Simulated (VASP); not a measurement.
A run of VASP 6.6.1 is set up as follows.

Contents of INCAR:

```
SYSTEM = NaH13O7
ALGO = Normal
EDIFF = 1E-6
ENCUT = 840
GGA = PE
GGA_COMPAT = .False.
ISIF = 2
ISMEAR = -1
IVDW = 12
LASPH = .True.
LCHARG = .False.
LREAL = Auto
LWAVE = .False.
NBANDS = 48
NELM = 120
PREC = Accurate
SIGMA = 0.02
```

KPOINTS

```
k-points
0
Gamma
  1 1 1
  0 0 0
```

The input POSCAR:

```
NaH13O7
1.0
    6.0731780000      0.0000000000      0.0000000000
    0.0000000000      6.0731780000      0.0000000000
    0.0000000000      0.0000000000      6.0731780000
O H Na
7 13 1
Direct
    0.6872013441      0.3450360833      0.1892951486
    0.2212739307      0.1105797015      0.2166344018
    0.5351529955      0.0939743171      0.5955642744
   -0.0472874093      0.3818745921      0.5274532199
    0.8684930506      0.8164806331      0.9825838488
    0.2627015848      0.5281781512      1.0112282451
    0.6522263148      0.5218640157      0.7767485601
    0.5483311514      0.4241075569      0.2068095310
    0.7910513320      0.4135911220      0.2959122659
    0.2247319753      0.2563726352      0.1439013274
    0.2887003110      0.0120655271      0.1091173752
    0.5576352312      0.2476433106      0.6477829897
    0.4199623344      0.1072343465      0.4834101883
    0.0960746013      0.4367757727      0.5706096072
   -0.1652420923      0.4492058829      0.6383743052
    0.7674880585      0.7029168525      0.8907084592
    0.8655003635      0.9484092690      0.8923033336
    0.1446795127      0.6362273506      0.9833541823
    0.3886896232      0.5567854256      0.9078809010
    0.6830100851      0.4276485647      0.9060415084
    0.8517330015      1.0272272896      0.3398224269
```

Potentials or basis: VASP PAW PBE potentials, release 64 (O, H, Na_sv).

The run is started by

```console
$ cat potpaw_PBE.64/O/POTCAR potpaw_PBE.64/H/POTCAR potpaw_PBE.64/Na_sv/POTCAR > POTCAR
$ mpirun -np 1 vasp_gam > vasp.out
```

Q: Predict the dispersion energy per atom.

A: -0.042 eV.

Q: Predict the largest force.

A: 0.388 eV/Å.

Q: What does it give for the pressure?

A: -0.7 GPa.

Stress tensor (GPa, compression positive):
```
-1.25  0.57  0.14
 0.57 -0.86 -0.65
 0.14 -0.65 -0.11
```

Caveat: the k points lie up to 1.03 Å⁻¹ apart, too coarse for converged energies, forces and pressures.
